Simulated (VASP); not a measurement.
Set up this calculation in VASP 6.6.1, as the native input.

```
Task                   : relaxation of cell and atoms
Functional             : PBEsol
Potentials or basis    : VASP PAW PBE potentials, release 64 (Y_sv, S)
Cutoff                 : 600 eV
k mesh                 : 14 × 14 × 14
Occupations            : gaussian, width 0.1 eV
Spin                   : no spin polarisation
Dipole correction      : no
Further INCAR settings : ALGO = Normal; EDIFF = 1e-06; IBRION = 2; EDIFFG = -0.005; NSW = 70; ISIF = 3
```

The structure of YS lies in POSCAR:

```
YS
1.0
    0.0000000000      2.7648615998      2.7648615998
    2.7648615998      0.0000000000      2.7648615998
    2.7648615998      2.7648615998      0.0000000000
Y S
1 1
Direct
    0.5000000000      0.5000000000      0.5000000000
    0.0000000000      0.0000000000      0.0000000000
```

One way to write it, as run:

INCAR

```
ALGO     = Normal         # electronic algorithm
EDIFF    = 1E-6           # SCF threshold, eV
EDIFFG   = -0.005         # ionic threshold
ENCUT    = 600            # plane-wave cutoff, eV
GGA      = PS             # functional
IBRION   = 2              # ionic algorithm
ISIF     = 3              # what is computed and relaxed
ISMEAR   = 0              # smearing method
LASPH    = True           # aspherical terms in the spheres
LCHARG   = False          # write CHGCAR
LREAL    = False          # projectors in reciprocal space
LWAVE    = False          # write WAVECAR
NELM     = 100            # most SCF steps
NSW      = 70             # ionic steps
PREC     = Accurate       # precision mode
SIGMA    = 0.1            # smearing width, eV
```

KPOINTS

```
k-points
0
Gamma
  14 14 14
```

Potentials or basis: VASP PAW PBE potentials, release 64 (Y_sv, S).

Run with:

```console
$ cat potpaw_PBE.64/Y_sv/POTCAR potpaw_PBE.64/S/POTCAR > POTCAR
$ mpirun -np 1 vasp_std > vasp.out
```

Results of the run:

| Item | Value |
| --- | --- |
| Relaxed volume | 20.34 Å³/atom |
| Relaxed cell | a = 3.861 Å, b = 3.861 Å, c = 3.861 Å, α = 60.00°, β = 60.00°, γ = 60.00° |
| Space group after relaxing (to 0.05 Å) | Fm-3m (No. 225) |
| Energy gained by relaxing | 9.4 meV/atom |
| Ionic steps | 3 |
| Pressure after relaxing | 0.0 GPa |

Caveat: the PAW data sets were made with another functional, which shifts forces and pressure a little.

It took 89 s on 1 thread of Intel(R) Xeon(R) Platinum 8488C (Sapphire Rapids) (shared host), peak memory 0.25 GiB.
